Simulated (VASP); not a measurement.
# Si16Ge (a cell with a defect) in VASP: relaxation of the atoms with PBE

Aim: the relaxation of the atoms of Si16Ge (a cell with a defect) with PBE.

Program: VASP 6.6.1. These are calculated values, not measurements. Logs are shortened: lines on timing, memory, paths and dates and some standing lists are left out, and cuts for length are marked.

### Step 1. The cell of the first run

The cell holds a defect, 17 atoms: a = 7.679 Å, b = 7.679 Å, c = 7.679 Å, α = 60.00°, β = 60.00°, γ = 60.00°.

### Step 2. Relaxation of the atoms, PBE

File INCAR:

```
SYSTEM = Si16Ge
ALGO = Normal ; EDIFF = 1E-7
EDIFFG = -0.03 ; ENCUT = 520
GGA = PE ; IBRION = 2
ISIF = 2 ; ISMEAR = 0
LASPH = .True. ; LCHARG = .False.
LREAL = Auto ; LWAVE = .False.
NELM = 80 ; NSW = 80
PREC = Accurate ; SIGMA = 0.05
```

File KPOINTS:

```
k-points
0
Gamma
  2 2 2
  0 0 0
```

File POSCAR:

```
Si16Ge
1.0
    0.0000000000      5.4300000000      5.4300000000
    5.4300000000      0.0000000000      5.4300000000
    5.4300000000      5.4300000000      0.0000000000
Si Ge
16 1
Direct
    0.0000000000      0.0000000000      0.0000000000
    0.1250000000      0.1250000000      0.1250000000
    0.0000000000      0.0000000000      0.5000000000
    0.1250000000      0.1250000000      0.6250000000
    0.0000000000      0.5000000000      0.0000000000
    0.1250000000      0.6250000000      0.1250000000
    0.0000000000      0.5000000000      0.5000000000
    0.1250000000      0.6250000000      0.6250000000
    0.5000000000      0.0000000000      0.0000000000
    0.6250000000      0.1250000000      0.1250000000
    0.5000000000      0.0000000000      0.5000000000
    0.6250000000      0.1250000000      0.6250000000
    0.5000000000      0.5000000000      0.0000000000
    0.6250000000      0.6250000000      0.1250000000
    0.5000000000      0.5000000000      0.5000000000
    0.6250000000      0.6250000000      0.6250000000
    0.8220158800      0.5494329900      0.8122772100
```

Potentials or basis: VASP PAW PBE potentials, release 64 (Si, Ge_d).

The run is started by

```bash
> cat potpaw_PBE.64/Si/POTCAR potpaw_PBE.64/Ge_d/POTCAR > POTCAR
> mpirun -np 1 vasp_std > vasp.out
```

OUTCAR:

```text
SYSTEM = Si16Ge
   EDIFF = 1E-7
   EDIFFG = -0.03
   ENCUT = 520
   GGA = PE
   IBRION = 2
   ISIF = 2
   ISMEAR = 0
   LASPH = .True.
   LREAL = Auto
   NELM = 80
   NSW = 80
   PREC = Accurate

 ion  position               nearest neighbor table
   1  0.000  0.000  0.000-   2 2.35   4 2.35   6 2.35  10 2.35
   2  0.125  0.125  0.125-   1 2.35   3 2.35   5 2.35   9 2.35
   3  0.000  0.000  0.500-   2 2.35   4 2.35   8 2.35  12 2.35
   4  0.125  0.125  0.625-   1 2.35   3 2.35   7 2.35  11 2.35
   5  0.000  0.500  0.000-  17 2.23   6 2.35   8 2.35  14 2.35   2 2.35
   6  0.125  0.625  0.125-   1 2.35   5 2.35   7 2.35  13 2.35
   7  0.000  0.500  0.500-  17 2.21   6 2.35   8 2.35  16 2.35   4 2.35
   8  0.125  0.625  0.625-  17 2.23   5 2.35   7 2.35  15 2.35   3 2.35
   9  0.500  0.000  0.000-   2 2.35  10 2.35  12 2.35  14 2.35
  10  0.625  0.125  0.125-   1 2.35   9 2.35  11 2.35  13 2.35
  11  0.500  0.000  0.500-   4 2.35  10 2.35  12 2.35  16 2.35
  12  0.625  0.125  0.625-   3 2.35   9 2.35  11 2.35  15 2.35
  13  0.500  0.500  0.000-  17 2.27  10 2.35  14 2.35  16 2.35   6 2.35
  14  0.625  0.625  0.125-  17 2.30   9 2.35  13 2.35  15 2.35   5 2.35
  15  0.500  0.500  0.500-   8 2.35  12 2.35  14 2.35  16 2.35
  16  0.625  0.625  0.625-  17 2.27  11 2.35  13 2.35  15 2.35   7 2.35
  17  0.822  0.549  0.812-   7 2.21   8 2.23   5 2.23  16 2.27  13 2.27  14 2.30

  LATTYP: Found a face centered cubic cell.
 ALAT       =    10.8600000000

  Lattice vectors:

 A1 = (   0.0000000000,   5.4300000000,   5.4300000000)
 A2 = (   5.4300000000,   0.0000000000,   5.4300000000)
 A3 = (   5.4300000000,   5.4300000000,   0.0000000000)

Analysis of symmetry for initial positions (statically):
=====================================================================
 Subroutine PRICEL returns:
 Original cell was already a primitive cell.

 Routine SETGRP: Setting up the symmetry group for a
 face centered cubic supercell.

 Subroutine GETGRP returns: Found  1 space group operations
 (whereof  1 operations were pure point group operations)
 out of a pool of 48 trial point group operations.

The static configuration has the point symmetry C_1 .

Analysis of symmetry for dynamics (positions and initial velocities):
=====================================================================
 Subroutine PRICEL returns:
 Original cell was already a primitive cell.

 Routine SETGRP: Setting up the symmetry group for a
 face centered cubic supercell.

 Subroutine GETGRP returns: Found  1 space group operations
 (whereof  1 operations were pure point group operations)
 out of a pool of 48 trial point group operations.

The dynamic configuration has the point symmetry C_1 .

 Subroutine INISYM returns: Found  1 space group operations
 (whereof  1 operations are pure point group operations),
 and found     1 'primitive' translations

----------------------------------------------------------------------------------------

                                     Primitive cell

  volume of cell :     320.2060

  direct lattice vectors                    reciprocal lattice vectors
     0.000000000  5.430000000  5.430000000    -0.092081031  0.092081031  0.092081031
     5.430000000  0.000000000  5.430000000     0.092081031 -0.092081031  0.092081031
     5.430000000  5.430000000  0.000000000     0.092081031  0.092081031 -0.092081031

  length of vectors
     7.679179644  7.679179644  7.679179644     0.159489025  0.159489025  0.159489025

  position of ions in fractional coordinates (direct lattice)
     0.000000000  0.000000000  0.000000000
     0.125000000  0.125000000  0.125000000
     0.000000000  0.000000000  0.500000000
     0.125000000  0.125000000  0.625000000
     0.000000000  0.500000000  0.000000000
     0.125000000  0.625000000  0.125000000
[... 9 lines left out ...]
     0.625000000  0.625000000  0.625000000
     0.822015880  0.549432990  0.812277210

  ion indices of the primitive-cell ions
   primitive index   ion index
                 1           1
                 2           2
                 3           3
                 4           4
                 5           5
                 6           6
[... 9 lines left out ...]
                16          16
                17          17

----------------------------------------------------------------------------------------

 KPOINTS: k-points

Automatic generation of k-mesh.
 Grid dimensions read from file:
 generate k-points for:    2    2    2

 Generating k-lattice:

  Cartesian coordinates                     Fractional coordinates (reciprocal lattice)
    -0.046040516  0.046040516  0.046040516     0.500000000  0.000000000  0.000000000
     0.046040516 -0.046040516  0.046040516     0.000000000  0.500000000  0.000000000
     0.046040516  0.046040516 -0.046040516     0.000000000  0.000000000  0.500000000

  Length of vectors
     0.079744512  0.079744512  0.079744512

  Shift w.r.t. Gamma in fractional coordinates (k-lattice)
     0.000000000  0.000000000  0.000000000

 Subroutine IBZKPT returns following result:
 ===========================================

 Found      8 irreducible k-points:

 Following reciprocal coordinates:
            Coordinates               Weight
  0.000000  0.000000  0.000000      1.000000
  0.500000  0.000000  0.000000      1.000000
  0.000000  0.500000  0.000000      1.000000
  0.000000  0.000000  0.500000      1.000000
  0.500000  0.500000  0.500000      1.000000
  0.500000  0.500000  0.000000      1.000000
  0.000000  0.500000  0.500000      1.000000
  0.500000  0.000000  0.500000      1.000000
   k-points           NKPTS =      8   k-points in BZ     NKDIM =      8   number of bands    NBANDS=     48
   number of dos      NEDOS =    301   number of ions     NIONS =     17
   total plane-waves  NPLWV = 216000
   dimension x,y,z NGX =    60 NGY =   60 NGZ =   60
   dimension x,y,z NGXF=   120 NGYF=  120 NGZF=  120
   ions per type =              16   1
   NGX,Y,Z   is equivalent  to a cutoff of  12.99, 12.99, 12.99 a.u.
   NGXF,Y,Z  is equivalent  to a cutoff of  25.98, 25.98, 25.98 a.u.
 SYSTEM =  Si16Ge
   PREC   = accura    normal or accurate (medium, high low for compatibility)
   ISTART =      0    job   : 0-new  1-cont  2-samecut
   ICHARG =      2    charge: 1-file 2-atom 10-const
   ISPIN  =      1    spin polarized calculation?
   LNONCOLLINEAR =      F non collinear calculations
   LSORBIT =      F    spin-orbit coupling
   LASPH  =      T    aspherical Exc in radial PAW
   ENCUT  =  520.0 eV  38.22 Ry    6.18 a.u.  14.28 14.28 14.28*2*pi/ulx,y,z
   NELM   =     80;   NELMIN=  2; NELMDL= -5     # of ELM steps
   EDIFF  = 0.1E-06   stopping-criterion for ELM
   LREAL  =      T    real-space projection
   EDIFFG = -.3E-01   stopping-criterion for IOM
   NSW    =     80    number of steps for IOM
   IBRION =      2    ionic relax: 0-MD 1-quasi-New 2-CG
   NFREE  =      1    steps in history (QN), initial steepest desc. (CG)
   ISIF   =      2    stress and relaxation
   ISYM   =      2    0-nonsym 1-usesym 2-fastsym
   POTIM  = 0.5000    time-step for ionic-motion
   TEBEG  =    0.0;   TEEND  =   0.0 temperature during run
   PSTRESS=    0.0 pullay stress
   NELECT =      78.0000    total number of electrons
   NUPDOWN=      -1.0000    fix difference up-down
   EMIN   =  10.00;   EMAX   =-10.00  energy-range for DOS
   EFERMI =   0.00;   METHOD = LEGACY
   ISMEAR =     0;   SIGMA  =   0.05  broadening in eV -4-tet -1-fermi 0-gaus
   EFERMI_NEDOS =   21; number of points for ismear=-14 and -15
   IALGO  =     38    algorithm
   IMIX   =      4    mixing-type and parameters
     AMIX     =   0.40;   BMIX     =  1.00
     AMIX_MAG =   1.60;   BMIX_MAG =  1.00
  volume/ion in A,a.u.               =      18.84       127.11
  Fermi-wavevector in a.u.,A,eV,Ry     =   1.022421  1.932096 14.222785  1.045345
  Thomas-Fermi vector in A             =   2.156100
   LORBIT       =      0    0 simple, 1 ext, 2 COOP (PROOUT), +10 PAW based schemes
   GGA     = PE    functional components
   LHFCALC =     F    Hartree Fock is set to
   AEXX    =    0.0000 exact exchange contribution
   IVDW    =     0    specifies the selected vdW correction
   LEPSILON=     F    determine dielectric tensor
   LRPA    =     F    only Hartree local field effects (RPA)
 conjugate gradient relaxation of ions
 non-spin polarized calculation
 Gauss-broadening in eV      SIGMA  =   0.05
  energy-cutoff  :      520.00
  volume of cell :      320.21
 maximum number of plane-waves:      8646
 NGX is ok and might be reduce to    60
   NGX = 29   NGY = 29   NGZ = 29

--------------------------------------- Ionic step        1  -------------------------------------------

 number of electron      78.0000004 magnetization

 Free energy of the ion-electron system (eV)
  ---------------------------------------------------
  ext. energy  EPLUGINS =         0.00000000
  ---------------------------------------------------
  free energy    TOTEN  =       -84.78906104 eV

  energy without entropy =      -84.77924870  energy(sigma->0) =      -84.78415487

------------------------ aborting loop because EDIFF is reached ----------------------------------------

  FORCE on cell =-STRESS in cart. coord.  units (eV):
  Direction    XX          YY          ZZ          XY          YZ          ZX
  --------------------------------------------------------------------------------------
  -------------------------------------------------------------------------------------
  Total       19.1907320     19.1969438     19.3117427      6.0667906      5.9948456     -6.0175500
  in kB       96.0224182     96.0534994     96.6279050     30.3556895     29.9957067    -30.1093100
  external PRESSURE =      96.2346076 kB  Pullay stress =       0.0000000 kB
[... 134 lines left out ...]
  FREE ENERGIE OF THE ION-ELECTRON SYSTEM (eV)
  ---------------------------------------------------
  free  energy   TOTEN  =       -85.9184860725 eV

  energy  without entropy=      -85.9113919032  energy(sigma->0) =      -85.91493899

[... ionic steps 4 to 27 ...]

--------------------------------------- Ionic step       28  -------------------------------------------

 number of electron      78.0000002 magnetization

------------------------ aborting loop because EDIFF is reached ----------------------------------------

  FORCE on cell =-STRESS in cart. coord.  units (eV):
  Direction    XX          YY          ZZ          XY          YZ          ZX
  --------------------------------------------------------------------------------------
  -------------------------------------------------------------------------------------
  Total       11.1631841     11.1652986     11.1608167      1.3369348      1.3150706     -1.3225046
  in kB       55.8559168     55.8664968     55.8440715      6.6894640      6.5800648     -6.6172616
  external PRESSURE =      55.8554950 kB  Pullay stress =       0.0000000 kB
[... 87 lines left out ...]
  energy  without entropy=      -86.3535874553  energy(sigma->0) =      -86.35461132

--------------------------------------- Ionic step       30  -------------------------------------------

 number of electron      78.0000002 magnetization

 Free energy of the ion-electron system (eV)
  ---------------------------------------------------
  ext. energy  EPLUGINS =         0.00000000
  ---------------------------------------------------
  free energy    TOTEN  =       -86.35567678 eV

  energy without entropy =      -86.35351082  energy(sigma->0) =      -86.35459380

 E-fermi :   6.6503     XC(G=0):  -9.7711

 val. band max:        6.5727497159   @ k =   0.0000   0.5000   0.0000
 cond. band min:       6.7191194918   @ k =   0.0000   0.0000   0.0000
 fundamental gap:      0.1463697759
 Fermi energy:         6.6503035095

 k-point     1 :       0.0000    0.0000    0.0000
  band No.  band energies     occupation
      1     -17.9347      2.00000
      2     -17.9346      2.00000
      3     -17.8062      2.00000
      4     -17.8062      2.00000
      5     -17.8007      2.00000
      6      -6.3543      2.00000
[... 441 lines left out ...]
  FREE ENERGIE OF THE ION-ELECTRON SYSTEM (eV)
  ---------------------------------------------------
  free  energy   TOTEN  =       -86.3556767769 eV

  energy  without entropy=      -86.3535108205  energy(sigma->0) =      -86.35459380

 reached required accuracy - stopping structural energy minimisation
```

Wall time 88 min (1 thread of Oxide Virtual Turin-like, shared host); peak memory 0.53 GiB.

Results:

* Free energy: -86.3557 eV
* Energy gained by relaxing: 92.2 meV/atom
* Ionic steps: 30
* Pressure after relaxing: 5.6 GPa
* Largest force after relaxing: 0.029 eV/Å
* Band gap on the k mesh: 0.15 eV

Forces in eV/Å, atoms in the order of the input:
```
Si  -0.007  0.002  0.003
Si   0.003 -0.023  0.000
Si   0.001  0.000 -0.019
Si   0.023  0.001 -0.003
Si   0.000  0.019 -0.004
Si   0.010 -0.008  0.004
Si  -0.023 -0.003  0.001
Si  -0.005  0.006  0.028
Si  -0.021  0.006 -0.007
Si   0.008 -0.007  0.025
Si  -0.003  0.020 -0.005
Si  -0.006  0.003  0.005
Si  -0.008  0.009 -0.014
Si   0.022 -0.001 -0.001
Si  -0.008  0.012 -0.014
Si  -0.001 -0.025 -0.005
Ge   0.016 -0.010  0.003
```

The path:
```
step  energy change (eV)  largest force (eV/Å)  pressure (GPa)
   1              0.0000                3.3935            9.62
   2             -1.1228                1.0542            7.80
   3             -1.1294                0.9927            7.82
   4             -1.2372                0.5744            7.62
   5             -1.2441                0.6036            7.56
   6             -1.2980                0.3795            7.41
   7             -1.3081                0.4011            7.31
   8             -1.3652                0.2820            7.18
   9             -1.4571                0.6116            6.74
  10             -1.5088                0.2903            6.51
  11             -1.5322                0.2601            6.22
  12             -1.5446                0.2869            6.05
  13             -1.5456                0.3036            5.98
  14             -1.5541                0.1227            5.92
  15             -1.5557                0.1817            5.88
  16             -1.5616                0.0819            5.81
  17             -1.5619                0.0801            5.79
  18             -1.5638                0.0679            5.74
  19             -1.5638                0.0674            5.74
  20             -1.5646                0.0382            5.71
  21             -1.5647                0.0525            5.70
  22             -1.5652                0.0374            5.67
  23             -1.5654                0.0571            5.62
  24             -1.5655                0.0473            5.64
  25             -1.5660                0.0351            5.63
  26             -1.5661                0.0459            5.60
  27             -1.5661                0.0379            5.61
  28             -1.5665                0.0302            5.59
  29             -1.5666                0.0400            5.56
  30             -1.5666                0.0293            5.57
```

Final structure:
```
Si Ge
1.0
     0.00000    5.43000    5.43000
     5.43000    0.00000    5.43000
     5.43000    5.43000    0.00000
Si Ge
16 1
Cartesian
  5.7061 10.5831 5.7084
  1.4365 1.3998 1.4396
  8.0605 2.7983 5.4420
  4.0291 3.9923 1.4396
  2.8348 0.1518 2.8387
  4.3271 1.1019 4.3297
  5.2771 2.5941 2.8382
  6.6746 4.1842 4.1804
  5.4392 2.7979 8.0639
  1.4363 3.9925 4.0319
  8.0606 5.4197 8.0636
  3.8396 7.0191 3.8423
  2.8354 2.5930 5.2796
  4.1770 4.1840 6.6780
  5.2066 5.6515 5.2107
  6.6745 6.6816 6.6778
  7.3990 8.8894 7.4026
```

Levels at points of the mesh, in eV from the valence-band top:
```tsv
k point	band 35	band 36	band 37	band 38	band 39	band 40	band 41	band 42	band 43	band 44
(0.00, 0.00, 0.00)	-1.21	-0.97	-0.36	-0.35	-0.35	0.15	0.15	0.49	0.49	0.97
(0.50, 0.00, 0.00)	-1.24	-1.23	-1.15	-0.59	-0.20	0.45	0.94	1.09	1.30	1.52
(0.00, 0.50, 0.00)	-1.08	-1.08	-1.02	-1.02	0.00	0.64	0.64	1.38	1.47	1.47
(0.00, 0.00, 0.50)	-1.24	-1.23	-1.15	-0.59	-0.20	0.45	0.94	1.09	1.30	1.52
(0.50, 0.50, 0.50)	-1.24	-1.23	-1.15	-0.59	-0.20	0.45	0.94	1.09	1.30	1.52
(0.50, 0.50, 0.00)	-1.71	-1.61	-1.50	-0.42	0.00	0.65	1.60	1.66	1.97	2.11
(0.00, 0.50, 0.50)	-1.71	-1.61	-1.50	-0.42	0.00	0.65	1.60	1.66	1.97	2.11
(0.50, 0.00, 0.50)	-1.71	-1.61	-1.50	-0.42	0.00	0.65	1.60	1.66	1.97	2.11
```

Caveat: the k points lie up to 0.50 Å⁻¹ apart.
